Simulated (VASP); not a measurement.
# Cd2S (P3m1) in VASP: a series of runs, part 2 of 2

VASP 6.6.1. The steps go on from the part before.

### 3 Single point, r2SCAN

POSCAR reads:

```
Cd2S
1.0
    3.9626700490      0.0000000000      0.0000000000
   -1.9813350245      3.4317729293      0.0000000000
    0.0000000000      0.0000000000      5.8091920000
Cd S
2 1
Direct
    0.3333333333      0.6666666667      0.9327170000
    0.6666666667      0.3333333333      0.5787350000
    0.3333333333      0.6666666667      0.3657050000
```

INCAR.step1 reads:

```
SYSTEM = Cd2S
ALGO = Normal
EDIFF = 1E-4
ENCUT = 520
GGA = PE
ISMEAR = -1
LASPH = .TRUE.
LCHARG = .FALSE.
LREAL = .FALSE.
LWAVE = .TRUE.
NBANDS = 22
NELM = 100
PREC = Accurate
SIGMA = 0.05
```

INCAR.step2 reads:

```
SYSTEM = Cd2S
ALGO = Normal
EDIFF = 1E-7
ENCUT = 520
ISIF = 2
ISMEAR = -1
ISTART = 1
LASPH = .TRUE.
LCHARG = .TRUE.
LELF = .TRUE.
LMIXTAU = .TRUE.
LREAL = .FALSE.
LVHAR = .TRUE.
LWAVE = .FALSE.
METAGGA = R2SCAN
NBANDS = 22
NELM = 100
PREC = Accurate
SIGMA = 0.05
```

KPOINTS reads:

```
k-points
0
G
  8 8 5
  0 0 0
```

Potentials or basis: VASP PAW PBE potentials, release 64 (Cd, S).

The run is started by

```bash
> cat potpaw_PBE.64/Cd/POTCAR potpaw_PBE.64/S/POTCAR > POTCAR
> cp INCAR.step1 INCAR
> mpirun -np 1 vasp_std > vasp.out
> cp INCAR.step2 INCAR
> mpirun -np 1 vasp_std > vasp.out
```

OUTCAR:

```text
SYSTEM = Cd2S
   EDIFF = 1E-7
   ENCUT = 520
   ISIF = 2
   ISMEAR = -1
   ISTART = 1
   LASPH = .TRUE.
   LREAL = .FALSE.
   METAGGA = R2SCAN
   NELM = 100
   PREC = Accurate

 ion  position               nearest neighbor table
   1  0.333  0.667  0.933-   3 2.52   2 3.08   2 3.08   2 3.08
   2  0.667  0.333  0.579-   3 2.60   3 2.60   3 2.60   1 3.08   1 3.08   1 3.08
   3  0.333  0.667  0.366-   1 2.52   2 2.60   2 2.60   2 2.60

  LATTYP: Found a hexagonal cell.
 ALAT       =     3.9626700490
 C/A-ratio  =     1.4659792332

  Lattice vectors:

 A1 = (   3.9626700490,   0.0000000000,   0.0000000000)
 A2 = (  -1.9813350245,   3.4317729293,   0.0000000000)
 A3 = (   0.0000000000,   0.0000000000,   5.8091920000)

Analysis of symmetry for initial positions (statically):
=====================================================================
 Subroutine PRICEL returns:
 Original cell was already a primitive cell.

 Routine SETGRP: Setting up the symmetry group for a
 hexagonal supercell.

 Subroutine GETGRP returns: Found  6 space group operations
 (whereof  6 operations were pure point group operations)
 out of a pool of 24 trial point group operations.
[... 159 lines left out ...]
  ext. energy  EPLUGINS =         0.00000000
  ---------------------------------------------------
  free energy    TOTEN  =       -49.04613670 eV

  energy without entropy =      -49.04506506  energy(sigma->0) =      -49.04560088

 E-fermi :   1.4282     XC(G=0):  -9.8503

 val. band max:        1.2634582450   @ k =   0.3750   0.2500   0.2000
 cond. band min:       1.5564560542   @ k =   0.5000  -0.0000   0.2000
 fundamental gap:      0.2929978092
 Fermi energy:         1.4281888644

 k-point     1 :       0.0000    0.0000    0.0000
  band No.  band energies     occupation
      1     -12.0140      2.00000
      2      -7.5202      2.00000
      3      -7.5202      2.00000
      4      -7.4179      2.00000
      5      -7.4179      2.00000
      6      -7.3418      2.00000
[... 589 lines left out ...]
     21       9.2838      0.00000
     22      10.1328      0.00000

 [... further k-points ...]
[... 5 lines left out ...]
  --------------------------------------------------------------------------------------
  -------------------------------------------------------------------------------------
  Total       -0.7129106     -0.7129106     -0.7416037      0.0000000      0.0000000      0.0000000
  in kB      -14.4585077    -14.4585077    -15.0404316      0.0000000      0.0000000      0.0000000
  external PRESSURE =     -14.6524823 kB  Pullay stress =       0.0000000 kB

 VOLUME and BASIS-vectors are now :
 -----------------------------------------------------------------------------
  energy-cutoff  :      520.00
  volume of cell :       79.00
      direct lattice vectors                 reciprocal lattice vectors
     3.962670049  0.000000000  0.000000000     0.252355101  0.145697285  0.000000000
    -1.981335025  3.431772929  0.000000000     0.000000000  0.291394571  0.000000000
     0.000000000  0.000000000  5.809192000     0.000000000  0.000000000  0.172140979

 POSITION                                       TOTAL-FORCE (eV/Angst)
 -----------------------------------------------------------------------------------
     -0.00000      2.28785      5.41833        -0.000000      0.000000      0.014134
      1.98134      1.14392      3.36198        -0.000000     -0.000000     -0.012029
     -0.00000      2.28785      2.12445         0.000000      0.000000     -0.002105
 -----------------------------------------------------------------------------------
    total drift:                                0.000002     -0.000001      0.000452

  FREE ENERGIE OF THE ION-ELECTRON SYSTEM (eV)
  ---------------------------------------------------
  free  energy   TOTEN  =       -49.0461366970 eV

  energy  without entropy=      -49.0450650577  energy(sigma->0) =      -49.04560088
```

OUTCAR.step1:

```text
SYSTEM = Cd2S
   EDIFF = 1E-4
   ENCUT = 520
   GGA = PE
   ISMEAR = -1
   LASPH = .TRUE.
   LREAL = .FALSE.
   NELM = 100
[... 823 lines left out ...]
     -0.00000      2.28785      5.41833         0.000000      0.000000      0.024271
      1.98134      1.14392      3.36198        -0.000000      0.000000     -0.052208
     -0.00000      2.28785      2.12445         0.000000     -0.000000      0.027938
 -----------------------------------------------------------------------------------
    total drift:                                0.000000     -0.000000     -0.002960

  FREE ENERGIE OF THE ION-ELECTRON SYSTEM (eV)
  ---------------------------------------------------
  free  energy   TOTEN  =        -6.2405629431 eV

  energy  without entropy=       -6.2389545084  energy(sigma->0) =       -6.23975873
```

OSZICAR.step1:

```text
N       E                     dE             d eps       ncg     rms          rms(c)
DAV:   1     0.209512719065E+03    0.20951E+03   -0.15117E+04  1760   0.127E+03
DAV:   2     0.241786931424E+01   -0.20709E+03   -0.19752E+03  1964   0.327E+02
DAV:   3    -0.696463446444E+01   -0.93825E+01   -0.93248E+01  2116   0.705E+01
DAV:   4    -0.704634807857E+01   -0.81714E-01   -0.81697E-01  1922   0.603E+00
DAV:   5    -0.704740641906E+01   -0.10583E-02   -0.10583E-02  2168   0.676E-01    0.827E+00
DAV:   6    -0.625170622231E+01    0.79570E+00   -0.16444E+00  2260   0.119E+01    0.617E+00
DAV:   7    -0.624617866590E+01    0.55276E-02   -0.45252E-01  2084   0.409E+00    0.297E+00
DAV:   8    -0.624300531734E+01    0.31733E-02   -0.62545E-02  1928   0.228E+00    0.336E-01
DAV:   9    -0.624038206821E+01    0.26232E-02   -0.15237E-02  2144   0.118E+00    0.192E-01
DAV:  10    -0.624051213492E+01   -0.13007E-03   -0.11873E-03  1970   0.299E-01    0.114E-01
DAV:  11    -0.624056294315E+01   -0.50808E-04   -0.21877E-04  1886   0.102E-01
   1 F= -.62405629E+01 E0= -.62397587E+01  d E =-.160843E-02
```

It took 5.7 min on 1 thread of Intel Xeon Platinum 8259CL at 2.50GHz (Skylake/Cascade Lake), shared host; peak memory 0.24 GiB.

Results:

| Property | Result |
| --- | --- |
| Free energy | -49.0461 eV |
| Pressure | -1.5 GPa |
| Largest force | 0.014 eV/Å |
| Band gap on the k mesh | 0.29 eV, indirect (least direct gap 0.63 eV) |

Forces on the atoms (eV/Å):
```
Cd   0.000  0.000  0.014
Cd   0.000  0.000 -0.012
S    0.000  0.000 -0.002
```

Levels at points of the mesh, in eV from the valence-band top:
| k point | band 11 | band 12 | band 13 | band 14 | band 15 | band 16 | band 17 | band 18 | band 19 | band 20 |
| --- | --- | --- | --- | --- | --- | --- | --- | --- | --- | --- |
| (0.00, 0.00, 0.00) | -8.02 | -4.58 | -3.80 | -0.85 | -0.85 | 3.60 | 5.39 | 7.20 | 7.20 | 8.75 |
| (0.50, 0.00, 0.00) | -7.85 | -4.60 | -3.14 | -1.74 | -1.18 | 0.60 | 3.44 | 5.03 | 6.12 | 7.86 |

Caveat: the PAW data sets were made with another functional, which shifts forces and pressure a little. A k mesh can miss the band edges.
